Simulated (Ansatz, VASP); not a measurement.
# W: VASP beside Ansatz

```
CELL_PARAMETERS angstrom
-1.56839 1.59227 1.59227
1.59227 -1.56839 1.59227
1.59227 1.59227 -1.56839
ATOMIC_POSITIONS crystal
W 0.00000 0.00000 0.00000
```

Change from the starting cell: equal xy, yz and zx shear strains of +1.5 %.

Alike in both runs: task single point; functional PBE; k mesh 14 × 14 × 14; occupations fermi-dirac, width 0.08 eV; no spin polarisation.

|  | VASP | Ansatz |
| --- | --- | --- |
| version | VASP 6.6.1 | Ansatz 0.2.0 |
| potentials or method | VASP PAW PBE potentials, release 64 (W_sv), cutoff 520 eV | all-electron LAPW, scalar-relativistic |

Ansatz gave:

```
pressure (GPa)                                                : 0.2
traceless stress, the component that is largest in VASP (GPa) : -2.03
```

Estimate VASP's values.

pressure (GPa): 0.6; traceless stress, the component that is largest in VASP (GPa): -2.07.

Ansatz ran all-electron here, and VASP with PAW potentials.

Spin-orbit coupling is off throughout.
